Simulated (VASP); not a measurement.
# Fe (Im-3m) in VASP: notebook, part 2 of 2

VASP 6.6.1. The steps go on from the part before.

## Step 5: Single point, BLYP, collinear spin, ferromagnetic start

This run uses another cell than the first one, of 11.88 Å³/atom, 1.136 times its volume.

The input, INCAR:

```
SYSTEM = Fe
AGGAC = 1.0
AGGAX = 1.0
ALDAC = 0.0
ALDAX = 1.0
ALGO = Normal
EDIFF = 1E-6
ENCUT = 520
GGA = B5
ISIF = 2
ISMEAR = -1
ISPIN = 2
LASPH = .TRUE.
LCHARG = .FALSE.
LMAXMIX = 4
LORBIT = 11
LREAL = .FALSE.
LWAVE = .FALSE.
MAGMOM = 2.278
NBANDS = 14
NELM = 150
PREC = Accurate
SIGMA = 0.05
```

The input, KPOINTS:

```
k-points
0
G
  25 25 25
  0 0 0
```

The input, POSCAR:

```
Fe
1.0
   -1.4374723438      1.4374723438      1.4374723438
    1.4374723438     -1.4374723438      1.4374723438
    1.4374723438      1.4374723438     -1.4374723438
Fe
1
Direct
    0.0000000000      0.0000000000      0.0000000000
```

Potentials or basis: VASP PAW PBE potentials, release 64 (Fe).

On the command line:

```bash
$ cat potpaw_PBE.64/Fe/POTCAR > POTCAR
$ mpirun -np 1 vasp_std > vasp.out
```

OUTCAR:

```text
SYSTEM = Fe
   EDIFF = 1E-6
   ENCUT = 520
   GGA = B5
   ISIF = 2
   ISMEAR = -1
   ISPIN = 2
   LASPH = .TRUE.
   LORBIT = 11
   LREAL = .FALSE.
   NELM = 150
   PREC = Accurate

 ion  position               nearest neighbor table
   1  0.000  0.000  0.000-

  LATTYP: Found a body centered cubic cell.
 ALAT       =     2.8749446876

  Lattice vectors:

 A1 = (  -1.4374723438,   1.4374723438,   1.4374723438)
 A2 = (   1.4374723438,  -1.4374723438,   1.4374723438)
 A3 = (   1.4374723438,   1.4374723438,  -1.4374723438)

Analysis of symmetry for initial positions (statically):
=====================================================================
 Subroutine PRICEL returns:
 Original cell was already a primitive cell.

 Routine SETGRP: Setting up the symmetry group for a
 body centered cubic supercell.

 Subroutine GETGRP returns: Found 48 space group operations
 (whereof 48 operations were pure point group operations)
 out of a pool of 48 trial point group operations.

The static configuration has the point symmetry O_h .

Analysis of symmetry for dynamics (positions and initial velocities):
=====================================================================
 Subroutine PRICEL returns:
 Original cell was already a primitive cell.

 Routine SETGRP: Setting up the symmetry group for a
 body centered cubic supercell.

 Subroutine GETGRP returns: Found 48 space group operations
 (whereof 48 operations were pure point group operations)
 out of a pool of 48 trial point group operations.

The dynamic configuration has the point symmetry O_h .

Analysis of structural, dynamic, and magnetic symmetry:
=====================================================================
 Subroutine PRICEL returns:
 Original cell was already a primitive cell.

 Routine SETGRP: Setting up the symmetry group for a
 body centered cubic supercell.

 Subroutine GETGRP returns: Found 48 space group operations
 (whereof 48 operations were pure point group operations)
 out of a pool of 48 trial point group operations.

The overall configuration has the point symmetry O_h .

 Subroutine INISYM returns: Found 48 space group operations
 (whereof 48 operations are pure point group operations),
 and found     1 'primitive' translations

----------------------------------------------------------------------------------------

                                     Primitive cell

  volume of cell :      11.8812

  direct lattice vectors                    reciprocal lattice vectors
    -1.437472344  1.437472344  1.437472344     0.000000000  0.347832779  0.347832779
     1.437472344 -1.437472344  1.437472344     0.347832779  0.000000000  0.347832779
     1.437472344  1.437472344 -1.437472344     0.347832779  0.347832779  0.000000000

  length of vectors
     2.489775134  2.489775134  2.489775134     0.491909833  0.491909833  0.491909833

  position of ions in fractional coordinates (direct lattice)
     0.000000000  0.000000000  0.000000000

  ion indices of the primitive-cell ions
   primitive index   ion index
                 1           1

----------------------------------------------------------------------------------------
[... 75 lines left out ...]
   NFREE  =      0    steps in history (QN), initial steepest desc. (CG)
   ISIF   =      2    stress and relaxation
   ISYM   =      2    0-nonsym 1-usesym 2-fastsym
   POTIM  = 0.5000    time-step for ionic-motion
   TEBEG  =    0.0;   TEEND  =   0.0 temperature during run
   PSTRESS=    0.0 pullay stress
   NELECT =       8.0000    total number of electrons
   NUPDOWN=      -1.0000    fix difference up-down
   EMIN   =  10.00;   EMAX   =-10.00  energy-range for DOS
   EFERMI =   0.00;   METHOD = LEGACY
   ISMEAR =    -1;   SIGMA  =   0.05  broadening in eV -4-tet -1-fermi 0-gaus
   EFERMI_NEDOS =   21; number of points for ismear=-14 and -15
   IALGO  =     38    algorithm
   IMIX   =      4    mixing-type and parameters
     AMIX     =   0.40;   BMIX     =  1.00
     AMIX_MAG =   1.60;   BMIX_MAG =  1.00
  volume/ion in A,a.u.               =      11.88        80.18
  Fermi-wavevector in a.u.,A,eV,Ry     =   1.434890  2.711549 28.013169  2.058910
  Thomas-Fermi vector in A             =   2.554249
   LORBIT       =     11    0 simple, 1 ext, 2 COOP (PROOUT), +10 PAW based schemes
   GGA     = B5    functional components
   LHFCALC =     F    Hartree Fock is set to
   AEXX    =    0.0000 exact exchange contribution
   IVDW    =     0    specifies the selected vdW correction
   LEPSILON=     F    determine dielectric tensor
   LRPA    =     F    only Hartree local field effects (RPA)
 spin polarized calculation
  energy-cutoff  :      520.00
  volume of cell :       11.88
 maximum number of plane-waves:       333
   NGX =  9   NGY =  9   NGZ =  9

 number of electron       7.9999996 magnetization       2.2377730

 Free energy of the ion-electron system (eV)
  ---------------------------------------------------
  ext. energy  EPLUGINS =         0.00000000
  ---------------------------------------------------
  free energy    TOTEN  =        -7.18374883 eV

  energy without entropy =       -7.17512883  energy(sigma->0) =       -7.17943883

 E-fermi :   5.8526     XC(G=0): -12.2563

 val. band max:        5.8490701171   @ k =  -0.1200   0.1200   0.1200
 cond. band min:       5.8537596385   @ k =  -0.4800  -0.4800   0.2400
 fundamental gap:      0.0046895214
 Fermi energy:         5.8526299729

 spin component 1

 k-point     1 :       0.0000    0.0000    0.0000
  band No.  band energies     occupation
      1      -2.1575      1.00000
      2       3.6434      1.00000
      3       3.6434      1.00000
      4       3.6434      1.00000
      5       4.7969      1.00000
      6       4.7969      1.00000
      7      30.7319      0.00000
      8      30.7319      0.00000
      9      30.7319      0.00000
     10      35.5534      0.00000
     11      35.5534      0.00000
     12      37.2668      0.00000
     13      37.2668      0.00000
     14      37.2668      0.00000
[... 379 lines left out ...]
      3       4.8119      1.00000
      4       4.9035      1.00000
      5       5.8135      0.68610
      6       6.7480      0.00000
      7      13.2995      0.00000
      8      23.8412      0.00000
      9      25.1777      0.00000
     10      29.3053      0.00000
     11      32.7221      0.00000
     12      39.4303      0.00000
     13      43.0296      0.00000
     14      45.8989      0.00000

 [... further k-points ...]

 spin component 2

 k-point     1 :       0.0000    0.0000    0.0000
  band No.  band energies     occupation
      1      -1.9907      1.00000
      2       5.5179      0.99876
      3       5.5180      0.99876
      4       5.5180      0.99876
      5       7.4838      0.00000
      6       7.4839      0.00000
      7      30.5049      0.00000
      8      30.5049      0.00000
      9      30.5049      0.00000
     10      35.8016      0.00000
     11      35.8017      0.00000
     12      38.0596      0.00000
     13      38.0596      0.00000
     14      38.3083      0.00000
[... 379 lines left out ...]
      3       6.3837      0.00002
      4       7.3224      0.00000
      5       7.7655      0.00000
      6       8.4301      0.00000
      7      14.5513      0.00000
      8      23.9925      0.00000
      9      25.7025      0.00000
     10      29.7800      0.00000
     11      33.3698      0.00000
     12      39.4997      0.00000
     13      43.3689      0.00000
     14      46.4467      0.00000

 [... further k-points ...]

------------------------ aborting loop because EDIFF is reached ----------------------------------------

  FORCE on cell =-STRESS in cart. coord.  units (eV):
  Direction    XX          YY          ZZ          XY          YZ          ZX
  --------------------------------------------------------------------------------------
  -------------------------------------------------------------------------------------
  Total        0.0159004      0.0159004      0.0159004      0.0000000     -0.0000000      0.0000000
  in kB        2.1441758      2.1441758      2.1441758      0.0000000     -0.0000000      0.0000000
  external PRESSURE =       2.1441758 kB  Pullay stress =       0.0000000 kB

 VOLUME and BASIS-vectors are now :
 -----------------------------------------------------------------------------
  energy-cutoff  :      520.00
  volume of cell :       11.88
      direct lattice vectors                 reciprocal lattice vectors
    -1.437472344  1.437472344  1.437472344     0.000000000  0.347832779  0.347832779
     1.437472344 -1.437472344  1.437472344     0.347832779  0.000000000  0.347832779
     1.437472344  1.437472344 -1.437472344     0.347832779  0.347832779  0.000000000

 POSITION                                       TOTAL-FORCE (eV/Angst)
 -----------------------------------------------------------------------------------
      0.00000      0.00000      0.00000         0.000000     -0.000000      0.000000
 -----------------------------------------------------------------------------------
    total drift:                                0.000000     -0.000000      0.000000

  FREE ENERGIE OF THE ION-ELECTRON SYSTEM (eV)
  ---------------------------------------------------
  free  energy   TOTEN  =        -7.1837488305 eV

  energy  without entropy=       -7.1751288276  energy(sigma->0) =       -7.17943883

 total charge

# of ion       s       p       d       tot
------------------------------------------
    1        0.469   0.483   6.272   7.224

 magnetization (x)

# of ion       s       p       d       tot
------------------------------------------
    1       -0.015  -0.049   2.299   2.236
```

Wall time 59 s (1 thread of Intel Xeon 6975P-C (Granite Rapids), shared host); peak memory 0.22 GiB.

Results:

```yaml
Free_energy: -7.1837 eV
Pressure: 0.2 GPa
Net_moment: 2.24 μB per cell
Site_moments: Fe +2.24 μB
Valence_electrons_inside_the_program's_atomic_spheres: Fe 7.22
```

Caveat: the PAW data sets were made with another functional, which shifts forces and pressure a little.

## Step 6: Overview

```csv
cell,gap on the mesh (eV),pressure (GPa),moment (μB)
"a = 2.386 Å, angles 109.5°, 1 atom",none,29.4,2.04
"a = 2.422 Å, angles 109.5°, 1 atom",none,17.2,2.11
"a = 2.456 Å, angles 109.5°, 1 atom",none,7.5,2.16
"a = 2.490 Å, angles 109.5°, 1 atom",none,0.2,2.24
```

Alike in all rows: task single point; level BLYP; potentials or basis VASP PAW PBE potentials, release 64 (Fe); spin collinear, ferromagnetic start; k mesh 25 × 25 × 25; cutoff (eV) 520; smearing fermi-dirac 0.05 eV.

Caveats: the PAW data sets were made with another functional, which shifts forces and pressure a little.

Absolute energies hang on the potentials; compare differences alone.
